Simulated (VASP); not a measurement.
Wanted: the native input for a VASP 6.6.1 run.

```yaml
Task: single point
Functional: PBE
Potentials_or_basis: VASP PAW PBE potentials, release 64 (Cd, S)
Cutoff: 520 eV
k_mesh: 6 × 6 × 4
Occupations: gaussian, width 0.1 eV
Spin: no spin polarisation
Dipole_correction: no
Further_INCAR_settings: ALGO = Normal; EDIFF = 1e-06; NBANDS = 26
```

The structure of CdS lies in POSCAR:

```
CdS
1.0
    4.1688381000      0.0000000000      0.0000000000
   -2.0844190500      3.6103197000      0.0000000000
    0.0000000000      0.0000000000      6.7796174100
Cd S
2 2
Direct
    0.6666666700      0.3333333300      0.5002243700
    0.3333333300      0.6666666700      0.0002243700
    0.6666666700      0.3333333300      0.8767756300
    0.3333333300      0.6666666700      0.3767756300
```

These files were run (other wordings do the same):

INCAR

```
SYSTEM = CdS
  PREC = Accurate
  ENCUT = 520
  EDIFF = 1E-6
  ISMEAR = 0
  SIGMA = 0.1
  LREAL = .FALSE.
  LASPH = .TRUE.
  NELM = 60
  ALGO = Normal
  ISIF = 2
  LWAVE = .FALSE.
  LCHARG = .FALSE.
  GGA = PE
  NBANDS = 26
```

KPOINTS

```
regular mesh
0
G
  6 6 4
  0 0 0
```

Potentials or basis: VASP PAW PBE potentials, release 64 (Cd, S).

Launch:

```bash
$ cat potpaw_PBE.64/Cd/POTCAR potpaw_PBE.64/S/POTCAR > POTCAR
$ mpirun -np 1 vasp_std > vasp.out
```

Results of the run:

```json
{"Pressure": "1.5 GPa", "Band gap on the k mesh": "1.16 eV, direct"}
```

Run time: 21 s on 1 thread of Intel(R) Xeon(R) 6975P-C (Granite Rapids), on a shared host, peak memory 0.23 GiB.
